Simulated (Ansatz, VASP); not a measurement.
Two plane-wave programs on Hg2Se

INCAR

```
PREC     = Accurate       # precision mode
ENCUT    = 600            # plane-wave cutoff, eV
EDIFF    = 1E-6           # SCF threshold, eV
ISMEAR   = 0              # smearing method
SIGMA    = 0.1            # smearing width, eV
LREAL    = False          # projectors in reciprocal space
LASPH    = True           # aspherical terms in the spheres
NELM     = 100            # most SCF steps
ALGO     = Normal         # electronic algorithm
ISIF     = 3              # what is computed and relaxed
LWAVE    = False          # write WAVECAR
LCHARG   = False          # write CHGCAR
GGA      = PE             # functional
IBRION   = 2              # ionic algorithm
NSW      = 90             # ionic steps
EDIFFG   = -0.04          # ionic threshold
```

KPOINTS

```
Automatic mesh
0
Gamma
  6 6 4
```

POSCAR

```
Hg2Se
1.0
    4.1039351400      0.0000000000      0.0000000000
   -2.0519675700      3.5541120900      0.0000000000
    0.0000000000      0.0000000000      6.2176927900
Hg Se
2 1
Direct
    0.6666666700      0.3333333300      0.2449961800
    0.3333333300      0.6666666700      0.7550038200
    0.0000000000      0.0000000000      0.5000000000
```

Input for Ansatz:

```yaml
crystal:
  lattice:
    - [4.10393514, 0.0, 0.0]
    - [-2.05196757, 3.55411209, 0.0]
    - [0.0, 0.0, 6.21769279]
  atoms:
    - { symbol: Hg, position: [0.66666667, 0.33333333, 0.24499618] }
    - { symbol: Hg, position: [0.33333333, 0.66666667, 0.75500382] }
    - { symbol: Se, position: [0.0, 0.0, 0.5] }
basis:
  ecutwfc: 420
kpoints:
  mp_grid: { grid: [6, 6, 4] }
hamiltonian:
  xc: pbe
scf:
  occupations: { method: gaussian, width: 0.1 }
  lower_state_search: "off"
output:
  forces: true
  stress: true
  eigenvalues: true
relax:
  adjacent_minimum: "off"
  f_tol: 0.04
  max_steps: 70
  cell: { stress_tol: 0.4 }
```

Change from the starting cell: species swapped into the SnBr2 type (P-3m1, No. 164).

Alike in both runs: task relaxation of cell and atoms; functional PBE; k mesh 6 × 6 × 4; occupations gaussian, width 0.1 eV; no spin polarisation.

|  | VASP | Ansatz |
| --- | --- | --- |
| version | VASP 6.6.1 | Ansatz 0.2.0 |
| potentials or method | VASP PAW PBE potentials, release 64 (Hg, Se), cutoff 600 eV | scalar-relativistic, plane waves, PAW |
| valence electrons in the cell | 30 | 56 |

Ansatz gave:

* gap on the k mesh at the Fermi level, each at its own relaxed structure (eV): none
* relaxed volume (Å³/atom): 25.59
* relaxed cell length with the largest relative difference (Å): 4.136

What did VASP give for the same quantities?

gap on the k mesh at the Fermi level, each at its own relaxed structure (eV): none; relaxed volume (Å³/atom): 25.73; relaxed cell length with the largest relative difference (Å): 4.155.

A gap of «none» marks a metal or a gap that the smearing closes. VASP's potentials hold 30 valence electrons a cell and Ansatz's 56, so a difference there can come from the potentials and not from the codes.

Neither program's run includes spin-orbit coupling.
